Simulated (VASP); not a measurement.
**WC: single point with LDA**

WC:

```
W C
1.0
     0.00000    2.19268    2.19268
     2.19268    0.00000    2.19268
     2.19268    2.19268    0.00000
W C
1 1
Direct
  0.00000 0.00000 0.00000
  0.50000 0.50000 0.50000
```

* Program: VASP 6.6.1
* Task: single point
* Functional: LDA
* Potentials or basis: VASP PAW LDA potentials, release 64 (W_sv, C)
* Cutoff: 520 eV
* k mesh: 10 × 10 × 10
* Occupations: fermi-dirac, width 0.05 eV
* Spin: no spin polarisation
* Dipole correction: no
* Further INCAR settings: ALGO = Normal; EDIFF = 1e-06; NBANDS = 16

- Pressure: -14.0 GPa
- Band gap on the k mesh: zero (band 9 reaches 13.31 eV, above the bottom of band 10 at 10.14 eV)

Levels at points of the mesh, in eV from the Fermi level:
```
           k point  band 5  band 6  band 7  band 8  band 9  band 10  band 11  band 12  band 13  band 14
(0.00, 0.00, 0.00)  -15.66   -2.80   -2.80   -2.80   -1.07    -1.07    -1.07    -1.02    -1.02     6.63
(0.50, 0.00, 0.00)  -10.98   -9.78   -6.60   -6.60    0.98     0.98     2.28     4.99     8.71     8.71
(0.50, 0.50, 0.00)  -13.44   -5.80   -5.52   -2.48   -2.48     0.79     2.21     2.21     5.41     7.33
```

Run time: 9.9 s on 1 thread of AMD EPYC 9R45 96-Core Processor (Zen 5), on a shared host, peak memory 0.11 GiB.

Caveat: spin-orbit coupling is left out, which moves the levels of the heavy elements.
